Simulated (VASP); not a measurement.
# BaTiO3 in VASP: further runs, part 2 of 2

VASP 6.6.1. The steps go on from the part before.

**4. Single point, PBEsol (10.15 Å³/atom)**

This run uses another cell than the first one, of 10.15 Å³/atom.

INCAR

```
PREC = Accurate
ENCUT = 520
EDIFF = 1E-6
ISMEAR = 0
SIGMA = 0.05
LREAL = False
LASPH = True
NELM = 100
ALGO = Normal
ISIF = 2
LWAVE = False
LCHARG = False
GGA = PS
NBANDS = 28
```

KPOINTS

```
regular mesh
0
Gamma
  8 8 8
```

POSCAR

```
BaTiO3
1.0
    3.7021172809      0.0000000000      0.0000000000
    0.0000000000      2.6178253597      2.6178319982
    0.0000000000     -2.6178253597      2.6178319982
Ba Ti O
1 1 3
Direct
    0.0000000000     -0.0006210650     -0.0006210650
    0.5000000000      0.4993851274      0.4993851274
    0.0000000000      0.4993733970      0.4993733970
    0.5000000000      0.4993687272      0.9993738134
    0.5000000000      0.9993738134      0.4993687272
```

Potentials or basis: VASP PAW PBE potentials, release 64 (Ba_sv, Ti_sv, O).

Command:

```console
$ cat potpaw_PBE.64/Ba_sv/POTCAR potpaw_PBE.64/Ti_sv/POTCAR potpaw_PBE.64/O/POTCAR > POTCAR
$ mpirun -np 1 vasp_std > vasp.out
```

OUTCAR:

```text
PREC = Accurate
   ENCUT = 520
   EDIFF = 1E-6
   ISMEAR = 0
   LREAL = False
   LASPH = True
   NELM = 100
   ISIF = 2
   GGA = PS

 ion  position               nearest neighbor table
   1  0.000  0.999  0.999-   4 2.62   5 2.62   4 2.62   5 2.62   3 2.62   3 2.62   3 2.62   5 2.62
                             4 2.62   5 2.62   4 2.62   3 2.62   2 3.21   2 3.21   2 3.21   2 3.21
   2  0.500  0.499  0.499-   4 1.85   5 1.85   3 1.85   3 1.85   5 1.85   4 1.85   1 3.21   1 3.21
                             1 3.21   1 3.21   1 3.21   1 3.21   1 3.21   1 3.21
   3  0.000  0.499  0.499-   2 1.85   2 1.85   1 2.62   1 2.62   1 2.62   1 2.62
   4  0.500  0.499  0.999-   2 1.85   2 1.85   1 2.62   1 2.62   1 2.62   1 2.62
[... 952 lines left out ...]
  Total       20.4496000     20.4475485     20.4472223      0.0000000      0.0000000      0.0000000
  in kB      645.7029779    645.6382005    645.6279007      0.0000000      0.0000000      0.0000000
  external PRESSURE =     645.6563597 kB  Pullay stress =       0.0000000 kB

 VOLUME and BASIS-vectors are now :
 -----------------------------------------------------------------------------
  energy-cutoff  :      520.00
  volume of cell :       50.74
      direct lattice vectors                 reciprocal lattice vectors
     3.702117281  0.000000000  0.000000000     0.270115700  0.000000000  0.000000000
     0.000000000  2.617825360  2.617831998     0.000000000  0.190998226  0.190997742
     0.000000000 -2.617825360  2.617831998     0.000000000 -0.190998226  0.190997742

 POSITION                                       TOTAL-FORCE (eV/Angst)
 -----------------------------------------------------------------------------------
      0.00000      0.00000      5.23241         0.000000      0.000000     -0.000121
      1.85106      0.00000      2.61461         0.000000      0.000000     -0.000426
      0.00000      0.00000      2.61455         0.000000      0.000000     -0.000041
      1.85106     -1.30893      3.92346         0.000000     -0.000191      0.000294
      1.85106      1.30893      3.92346         0.000000      0.000191      0.000294
 -----------------------------------------------------------------------------------
    total drift:                                0.000000      0.000001     -0.000418

  FREE ENERGIE OF THE ION-ELECTRON SYSTEM (eV)
  ---------------------------------------------------
  free  energy   TOTEN  =       -39.9033024834 eV

  energy  without entropy=      -39.9033024834  energy(sigma->0) =      -39.90330248
```

OSZICAR:

```text
N       E                     dE             d eps       ncg     rms          rms(c)
DAV:   1     0.447905217697E+03    0.44791E+03   -0.21302E+04  5880   0.162E+03
DAV:   2    -0.283829023567E+01   -0.45074E+03   -0.42727E+03  6596   0.451E+02
DAV:   3    -0.472840896990E+02   -0.44446E+02   -0.43978E+02  8060   0.138E+02
DAV:   4    -0.494023500773E+02   -0.21183E+01   -0.21147E+01  8800   0.254E+01
DAV:   5    -0.494380779514E+02   -0.35728E-01   -0.35714E-01  7756   0.312E+00    0.317E+01
DAV:   6    -0.397502321463E+02    0.96878E+01   -0.44413E+01  7856   0.749E+01    0.127E+01
DAV:   7    -0.399164105343E+02   -0.16618E+00   -0.56317E+00  7368   0.183E+01    0.984E+00
DAV:   8    -0.399256474544E+02   -0.92369E-02   -0.83156E-01  7220   0.935E+00    0.168E+00
DAV:   9    -0.399069194754E+02    0.18728E-01   -0.15089E-01  7636   0.407E+00    0.791E-01
DAV:  10    -0.399064913132E+02    0.42816E-03   -0.67026E-02  6968   0.182E+00    0.565E-01
DAV:  11    -0.399033571246E+02    0.31342E-02   -0.17219E-02  8680   0.108E+00    0.107E-01
DAV:  12    -0.399032774981E+02    0.79627E-04   -0.12032E-03  6952   0.382E-01    0.345E-02
DAV:  13    -0.399033060396E+02   -0.28541E-04   -0.10371E-04  7392   0.876E-02    0.243E-02
DAV:  14    -0.399033043457E+02    0.16938E-05   -0.54777E-05  9040   0.743E-02    0.198E-02
DAV:  15    -0.399033027396E+02    0.16061E-05   -0.99054E-06  6936   0.391E-02    0.529E-03
DAV:  16    -0.399033024834E+02    0.25629E-06   -0.88557E-07  4760   0.115E-02
   1 F= -.39903302E+02 E0= -.39903302E+02  d E =-.441478E-14
```

stdout:

```text
POSCAR found type information on POSCAR BaTiO
 POSCAR found :  3 types and       5 ions
 scaLAPACK will be used
 -----------------------------------------------------------------------------
|                                                                             |
|                                                                             |
|     You enforced a specific xc type in the INCAR file but a different       |
|     I HOPE YOU KNOW WHAT YOU ARE DOING!                                     |
|                                                                             |
 -----------------------------------------------------------------------------

 LDA part: xc-table for (Slater+PW92), standard interpolation
 POSCAR, INCAR and KPOINTS ok, starting setup
 FFT: planning ... GRIDC
 FFT: planning ... GRID_SOFT
 FFT: planning ... GRID
 WAVECAR not read
 entering main loop
```

Wall time 1.9 min (1 thread of Intel Xeon Platinum 8488C (Sapphire Rapids), shared host); peak memory 0.27 GiB.

What came out:

| Property | Result |
| --- | --- |
| Free energy | -39.9033 eV |
| Pressure | 64.6 GPa |
| Band gap on the k mesh | 1.89 eV |

Caveat: the cell stands under pressure; the PAW data sets were made with another functional, which shifts forces and pressure a little; spin-orbit coupling is left out, which moves the levels of the heavy elements.

**5. The runs side by side**

```csv
task,cell,cutoff (eV),gap on the mesh (eV),pressure (GPa),largest force (eV/Å)
relaxation of shape and atoms at fixed volume,"relaxed from a = 3.869, b = 3.884, c = 3.884 Å, 5 atoms, atomic positions A",600,1.87,17.1,0.01
relaxation of shape and atoms at fixed volume,"relaxed from a = 3.897, b = 3.953, c = 3.953 Å, angles 89.8, 90.0, 90.0°, 5 atoms, atomic positions B",600,1.88,7.7,0.01
single point,"a = 3.702 Å, 5 atoms, atomic positions C",520,1.89,64.6,-
```

Alike in all rows: level PBEsol; potentials or basis VASP PAW PBE potentials, release 64 (Ba_sv, Ti_sv, O); no spin polarisation; k mesh 8 × 8 × 8; smearing gaussian 0.05 eV.

Caveats: the PAW data sets were made with another functional, which shifts forces and pressure a little; spin-orbit coupling is left out, which moves the levels of the heavy elements; the cell stands under pressure (at least some runs).

Total energies depend on the potentials used, so only differences within one code and one set of settings carry meaning.
